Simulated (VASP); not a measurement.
# SiC (P6_3mc) in VASP: notebook

Aim: see how the results for SiC move with the level of theory and the settings. Levels: r2SCAN, HSE06. Tasks: single point.

Everything below comes from runs of VASP 6.6.1. Logs are shortened: lines on timing, memory, paths and dates and some standing lists are left out, and cuts for length are marked.

### Step 1. The cell of the first run

Symmetry: P6_3mc, No. 186, hexagonal system. The conventional cell has a = 3.078 Å, b = 3.078 Å, c = 10.076 Å, α = 90.00°, β = 90.00°, γ = 120.00°. Si (site symmetry 3m) has 4 C at 1.89 Å within 2.5 Å. Si (site symmetry 3m) has 4 C at 1.88 to 1.89 Å within 2.5 Å. C (site symmetry 3m) has 4 Si at 1.88 to 1.89 Å within 2.5 Å. Within 2.5 Å of C (site symmetry 3m) lie 4 Si at 1.89 Å.

### Step 2. Single point, r2SCAN

Contents of POSCAR:

```
SiC
1.0
    3.0780369139      0.0000000000      0.0000000000
   -1.5390184569      2.6656581612      0.0000000000
    0.0000000000      0.0000000000     10.0756977036
Si C
4 4
Direct
    0.6666666667      0.3333333333      0.9378298151
    0.3333333333      0.6666666667      0.4378298151
    0.0000000000      0.0000000000      0.6878977744
    0.0000000000      0.0000000000      0.1878977744
    0.6666666667      0.3333333333      0.7498180129
    0.3333333333      0.6666666667      0.2498180129
    0.0000000000      0.0000000000      0.5004533977
    0.0000000000      0.0000000000      0.0004533977
```

Contents of INCAR.step1:

```
ALGO = Normal
EDIFF = 1E-4
ENCUT = 520
GGA = PE
ISMEAR = 0
LASPH = T
LCHARG = F
LREAL = F
LWAVE = T
NBANDS = 26
NELM = 80
PREC = Accurate
SIGMA = 0.02
```

Contents of INCAR.step2:

```
ALGO = Normal
EDIFF = 1E-6
ENCUT = 520
ISIF = 2
ISMEAR = 0
ISTART = 1
LASPH = T
LCHARG = F
LMIXTAU = T
LREAL = F
LWAVE = F
METAGGA = R2SCAN
NBANDS = 26
NELM = 80
PREC = Accurate
SIGMA = 0.02
```

Contents of KPOINTS:

```
k-points
0
Gamma
  12 12 4
```

Potentials or basis: VASP PAW PBE potentials, release 64 (Si, C).

Started as:

```
> cat potpaw_PBE.64/Si/POTCAR potpaw_PBE.64/C/POTCAR > POTCAR
> cp INCAR.step1 INCAR
> mpirun -np 1 vasp_std > vasp.out
> cp INCAR.step2 INCAR
> mpirun -np 1 vasp_std > vasp.out
```

OUTCAR:

```text
EDIFF = 1E-6
   ENCUT = 520
   ISIF = 2
   ISMEAR = 0
   ISTART = 1
   LASPH = T
   LREAL = F
   METAGGA = R2SCAN
   NELM = 80
   PREC = Accurate

 ion  position               nearest neighbor table
   1  0.667  0.333  0.938-   8 1.89   8 1.89   8 1.89   5 1.89   3 3.08   3 3.08   3 3.08   4 3.08
                             4 3.08   4 3.08
   2  0.333  0.667  0.438-   7 1.89   7 1.89   7 1.89   6 1.89   4 3.08   4 3.08   4 3.08   3 3.08
                             3 3.08   3 3.08
   3  0.000  0.000  0.688-   5 1.88   5 1.88   5 1.88   7 1.89   1 3.08   1 3.08   1 3.08   2 3.08
                             2 3.08   2 3.08
   4  0.000  0.000  0.188-   6 1.88   6 1.88   6 1.88   8 1.89   2 3.08   2 3.08   2 3.08   1 3.08
                             1 3.08   1 3.08
   5  0.667  0.333  0.750-   3 1.88   3 1.88   3 1.88   1 1.89
   6  0.333  0.667  0.250-   4 1.88   4 1.88   4 1.88   2 1.89
   7  0.000  0.000  0.500-   2 1.89   2 1.89   2 1.89   3 1.89
   8  0.000  0.000  0.000-   1 1.89   1 1.89   1 1.89   4 1.89

  LATTYP: Found a hexagonal cell.
 ALAT       =     3.0780369139
 C/A-ratio  =     3.2734167866

  Lattice vectors:

 A1 = (   3.0780369139,   0.0000000000,   0.0000000000)
 A2 = (  -1.5390184569,   2.6656581612,   0.0000000000)
 A3 = (   0.0000000000,   0.0000000000,  10.0756977036)

Analysis of symmetry for initial positions (statically):
=====================================================================
 Subroutine PRICEL returns:
 Original cell was already a primitive cell.

 Routine SETGRP: Setting up the symmetry group for a
 hexagonal supercell.

 Subroutine GETGRP returns: Found 12 space group operations
 (whereof  6 operations were pure point group operations)
 out of a pool of 24 trial point group operations.

The static configuration has the point symmetry C_3v.
 The point group associated with its full space group is C_6v.

Analysis of symmetry for dynamics (positions and initial velocities):
=====================================================================
 Subroutine PRICEL returns:
 Original cell was already a primitive cell.

 Routine SETGRP: Setting up the symmetry group for a
 hexagonal supercell.

 Subroutine GETGRP returns: Found 12 space group operations
 (whereof  6 operations were pure point group operations)
 out of a pool of 24 trial point group operations.

The dynamic configuration has the point symmetry C_3v.
 The point group associated with its full space group is C_6v.

 Subroutine INISYM returns: Found 12 space group operations
[... 115 lines left out ...]
   ISIF   =      2    stress and relaxation
   ISYM   =      2    0-nonsym 1-usesym 2-fastsym
   POTIM  = 0.5000    time-step for ionic-motion
   TEBEG  =    0.0;   TEEND  =   0.0 temperature during run
   PSTRESS=    0.0 pullay stress
   NELECT =      32.0000    total number of electrons
   NUPDOWN=      -1.0000    fix difference up-down
   EMIN   =  10.00;   EMAX   =-10.00  energy-range for DOS
   EFERMI =   0.00;   METHOD = LEGACY
   ISMEAR =     0;   SIGMA  =   0.02  broadening in eV -4-tet -1-fermi 0-gaus
   EFERMI_NEDOS =   21; number of points for ismear=-14 and -15
   IALGO  =     38    algorithm
   IMIX   =      4    mixing-type and parameters
     AMIX     =   0.40;   BMIX     =  1.00
     AMIX_MAG =   1.60;   BMIX_MAG =  1.00
  volume/ion in A,a.u.               =      10.33        69.74
  Fermi-wavevector in a.u.,A,eV,Ry     =   1.193091  2.254616 19.367443  1.423467
  Thomas-Fermi vector in A             =   2.329114
   LORBIT       =      0    0 simple, 1 ext, 2 COOP (PROOUT), +10 PAW based schemes
   METAGGA = R2SCAN    functional components
   LHFCALC =     F    Hartree Fock is set to
   AEXX    =    0.0000 exact exchange contribution
   IVDW    =     0    specifies the selected vdW correction
   LEPSILON=     F    determine dielectric tensor
   LRPA    =     F    only Hartree local field effects (RPA)
 non-spin polarized calculation
 Gauss-broadening in eV      SIGMA  =   0.02
  energy-cutoff  :      520.00
  volume of cell :       82.67
 maximum number of plane-waves:      2256
 NGX is ok and might be reduce to    24
   NGX = 11   NGY = 11   NGZ = 37

 number of electron      32.0000000 magnetization

 Free energy of the ion-electron system (eV)
  ---------------------------------------------------
  ext. energy  EPLUGINS =         0.00000000
  ---------------------------------------------------
  free energy    TOTEN  =       -77.30796458 eV

  energy without entropy =      -77.30796458  energy(sigma->0) =      -77.30796458

 E-fermi :   8.2105     XC(G=0): -11.9362

 val. band max:        8.0660548731   @ k =   0.0000   0.0000   0.0000
 cond. band min:      10.6762664922   @ k =   0.5000   0.0000   0.0000
 fundamental gap:      2.6102116191
 Fermi energy:         8.2105408197

 k-point     1 :       0.0000    0.0000    0.0000
  band No.  band energies     occupation
      1      -8.2032      2.00000
      2      -6.9852      2.00000
      3      -6.9469      2.00000
      4      -4.5719      2.00000
      5      -0.8380      2.00000
      6       3.5008      2.00000
[... 685 lines left out ...]
     25      17.3919      0.00000
     26      17.9684      0.00000

 [... further k-points ...]

------------------------ aborting loop because EDIFF is reached ----------------------------------------

  FORCE on cell =-STRESS in cart. coord.  units (eV):
  Direction    XX          YY          ZZ          XY          YZ          ZX
  --------------------------------------------------------------------------------------
  -------------------------------------------------------------------------------------
  Total       -0.1449853     -0.1449853     -0.0699064     -0.0000000      0.0000000     -0.0000000
  in kB       -2.8098373     -2.8098373     -1.3547961     -0.0000000      0.0000000     -0.0000000
  external PRESSURE =      -2.3248235 kB  Pullay stress =       0.0000000 kB

 VOLUME and BASIS-vectors are now :
 -----------------------------------------------------------------------------
  energy-cutoff  :      520.00
  volume of cell :       82.67
      direct lattice vectors                 reciprocal lattice vectors
     3.078036914  0.000000000  0.000000000     0.324882394  0.187570937  0.000000000
    -1.539018457  2.665658161  0.000000000     0.000000000  0.375141875  0.000000000
     0.000000000  0.000000000 10.075697704     0.000000000  0.000000000  0.099248710

 POSITION                                       TOTAL-FORCE (eV/Angst)
 -----------------------------------------------------------------------------------
      1.53902      0.88855      9.44929         0.000000      0.000000      0.006244
     -0.00000      1.77711      4.41144        -0.000000     -0.000000      0.006244
      0.00000      0.00000      6.93105         0.000000     -0.000000     -0.000610
      0.00000      0.00000      1.89320        -0.000000      0.000000     -0.000610
      1.53902      0.88855      7.55494        -0.000000      0.000000     -0.006723
     -0.00000      1.77711      2.51709        -0.000000      0.000000     -0.006723
      0.00000      0.00000      5.04242        -0.000000      0.000000      0.001090
      0.00000      0.00000      0.00457         0.000000      0.000000      0.001090
 -----------------------------------------------------------------------------------
    total drift:                                0.000000      0.000000     -0.000634

  FREE ENERGIE OF THE ION-ELECTRON SYSTEM (eV)
  ---------------------------------------------------
  free  energy   TOTEN  =       -77.3079645807 eV

  energy  without entropy=      -77.3079645807  energy(sigma->0) =      -77.30796458
```

OUTCAR.step1:

```text
EDIFF = 1E-4
   ENCUT = 520
   GGA = PE
   ISMEAR = 0
[... 948 lines left out ...]
      1.53902      0.88855      7.55494         0.000000     -0.000000     -0.002947
     -0.00000      1.77711      2.51709         0.000000      0.000000     -0.002947
      0.00000      0.00000      5.04242         0.000000     -0.000000     -0.002820
      0.00000      0.00000      0.00457        -0.000000      0.000000     -0.002820
 -----------------------------------------------------------------------------------
    total drift:                               -0.000000     -0.000000     -0.001138

  FREE ENERGIE OF THE ION-ELECTRON SYSTEM (eV)
  ---------------------------------------------------
  free  energy   TOTEN  =       -60.2351221077 eV

  energy  without entropy=      -60.2351221077  energy(sigma->0) =      -60.23512211
```

OSZICAR.step1:

```text
N       E                     dE             d eps       ncg     rms          rms(c)
DAV:   1     0.726465627658E+02    0.72647E+02   -0.14512E+04  2964   0.111E+03
DAV:   2    -0.605890653895E+02   -0.13324E+03   -0.12311E+03  4036   0.190E+02
DAV:   3    -0.675790038183E+02   -0.69899E+01   -0.69390E+01  4016   0.402E+01
DAV:   4    -0.676661290769E+02   -0.87125E-01   -0.86993E-01  3784   0.530E+00
DAV:   5    -0.676676412359E+02   -0.15122E-02   -0.15112E-02  3994   0.660E-01    0.176E+01
DAV:   6    -0.604300981859E+02    0.72375E+01   -0.19389E+01  3786   0.193E+01    0.796E+00
DAV:   7    -0.602686564316E+02    0.16144E+00   -0.21520E+00  4088   0.654E+00    0.341E+00
DAV:   8    -0.602375819094E+02    0.31075E-01   -0.11595E-01  3648   0.162E+00    0.103E+00
DAV:   9    -0.602345402740E+02    0.30416E-02   -0.17736E-02  3800   0.715E-01    0.161E-01
DAV:  10    -0.602350375482E+02   -0.49727E-03   -0.14630E-03  3810   0.188E-01    0.787E-02
DAV:  11    -0.602351221077E+02   -0.84560E-04   -0.18021E-04  2758   0.865E-02
   1 F= -.60235122E+02 E0= -.60235122E+02  d E =-.272143E-34
```

It took 6.6 min on 1 thread of Intel Xeon 8259CL, shared host; peak memory 0.26 GiB.

What came out:

* Free energy: -77.3080 eV
* Pressure: -0.2 GPa
* Largest force: 0.007 eV/Å
* Band gap on the k mesh: 2.61 eV (least direct gap 3.79 eV)

Forces on the atoms (eV/Å):
```
Si   0.000  0.000  0.006
Si   0.000  0.000  0.006
Si   0.000  0.000 -0.001
Si   0.000  0.000 -0.001
C    0.000  0.000 -0.007
C    0.000  0.000 -0.007
C    0.000  0.000  0.001
C    0.000  0.000  0.001
```

Caveat: the PAW data sets were made with another functional, which shifts forces and pressure a little. A k mesh can miss the band edges.

### Step 3. Single point, HSE06

Contents of POSCAR:

```
SiC
1.0
    3.0780369099      0.0000000000      0.0000000000
   -1.5390184549      2.6656581578      0.0000000000
    0.0000000000      0.0000000000     10.0756977292
Si C
4 4
Direct
    0.6666666667      0.3333333333      0.9378298158
    0.3333333333      0.6666666667      0.4378298158
    0.0000000000      0.0000000000      0.6878977750
    0.0000000000      0.0000000000      0.1878977750
    0.6666666667      0.3333333333      0.7498180123
    0.3333333333      0.6666666667      0.2498180123
    0.0000000000      0.0000000000      0.5004533969
    0.0000000000      0.0000000000      0.0004533969
```

Contents of INCAR.step1:

```
SYSTEM = SiC
PREC = Accurate
ENCUT = 520
EDIFF = 1E-5
ISMEAR = 0
SIGMA = 0.01
LREAL = .FALSE.
LASPH = .TRUE.
NELM = 80
ALGO = Normal
ISIF = 2
LWAVE = .TRUE.
NBANDS = 26
GGA = PE
```

Contents of INCAR.step2:

```
SYSTEM = SiC
PREC = Accurate
ENCUT = 520
EDIFF = 1E-6
ISMEAR = 0
SIGMA = 0.01
LREAL = .FALSE.
LASPH = .TRUE.
NELM = 80
ALGO = Normal
ISIF = 2
LWAVE = .FALSE.
LCHARG = .TRUE.
GGA = PE
LHFCALC = .TRUE.
HFSCREEN = 0.2079
PRECFOCK = Fast
LELF = .TRUE.
LVHAR = .TRUE.
NBANDS = 26
ISTART = 1
```

Contents of KPOINTS:

```
regular mesh
0
G
  6 6 2
  0 0 0
```

Potentials or basis: VASP PAW PBE potentials, release 64 (Si, C).

Started as:

```
> cat potpaw_PBE.64/Si/POTCAR potpaw_PBE.64/C/POTCAR > POTCAR
> cp INCAR.step1 INCAR
> mpirun -np 1 vasp_std > vasp.out
> cp INCAR.step2 INCAR
> mpirun -np 1 vasp_std > vasp.out
```

It took 25 min on 1 thread of Oxide Virtual Turin-like, shared host; peak memory 0.29 GiB.

It converged, with:

```yaml
Free_energy: -69.6846 eV
Pressure: -1.6 GPa
Largest_force: 0.017 eV/Å
Band_gap_on_the_k_mesh: 3.15 eV (least direct gap 4.38 eV)
```

Forces in eV/Å, atoms in the order of the input:
```
Si   0.000  0.000  0.013
Si   0.000  0.000  0.013
Si   0.000  0.000  0.014
Si   0.000  0.000  0.014
C    0.000  0.000 -0.017
C    0.000  0.000 -0.017
C    0.000  0.000 -0.011
C    0.000  0.000 -0.011
```

Stress tensor (GPa, compression positive):
```
-1.54  0.00  0.00
 0.00 -1.54  0.00
 0.00  0.00 -1.68
```

Levels at points of the mesh, in eV from the valence-band top:
```csv
k point,band 13,band 14,band 15,band 16,band 17,band 18,band 19,band 20
"(0.00, 0.00, 0.00)",-0.64,-0.05,0.00,0.00,6.28,6.89,7.56,7.59
"(0.50, 0.00, 0.00)",-2.60,-2.43,-1.72,-1.24,3.15,3.29,5.28,5.86
"(0.00, 0.00, 0.50)",-0.23,-0.23,-0.23,-0.23,6.49,6.49,8.04,8.04
"(0.50, 0.00, 0.50)",-2.69,-2.69,-1.71,-1.71,3.58,3.58,5.27,5.27
```

Caveat: the PAW data sets were made with another functional, which shifts forces and pressure a little.
